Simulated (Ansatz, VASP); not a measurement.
## Two plane-wave programs on MnSn3

```
Sn Mn
1.0
     0.00000    3.56789    3.56789
     3.56789    0.00000    3.56789
     3.56789    3.56789    0.00000
Sn Mn
3 1
Cartesian
  1.7839 1.7839 1.7839
  5.3518 5.3518 5.3518
  3.5679 3.5679 3.5679
  0.0000 0.0000 0.0000
```

Alike in both runs: task single point; functional PBE; k mesh 10 × 10 × 10; occupations gaussian, width 0.1 eV; collinear spin.

```csv
,VASP,Ansatz
version,VASP 6.6.1,Ansatz 0.2.0
potentials or method,"VASP PAW PBE potentials, release 64 (Sn_d, Mn_pv), cutoff 520 eV","scalar-relativistic, plane waves, PAW"
valence electrons in the cell,55,57
```

VASP gave:

```
gap on the k mesh at the Fermi level (eV)                     : none
pressure (GPa)                                                : 4.8
net moment per atom (μB)                                      : 0.93
size of the moment on the site where the two differ most (μB) : 3.77
```

Which values does Ansatz return?

gap on the k mesh at the Fermi level (eV): none; pressure (GPa): 4.8; net moment per atom (μB): 0.93; size of the moment on the site where the two differ most (μB): 3.91.

Site moments also hang on the region over which each program counts them. A gap of «none» marks a metal or a gap that the smearing closes. With one functional, cell and mesh, what is left measures potentials, basis and numerics. VASP's potentials hold 55 valence electrons a cell and Ansatz's 57, so a difference there can come from the potentials and not from the codes.
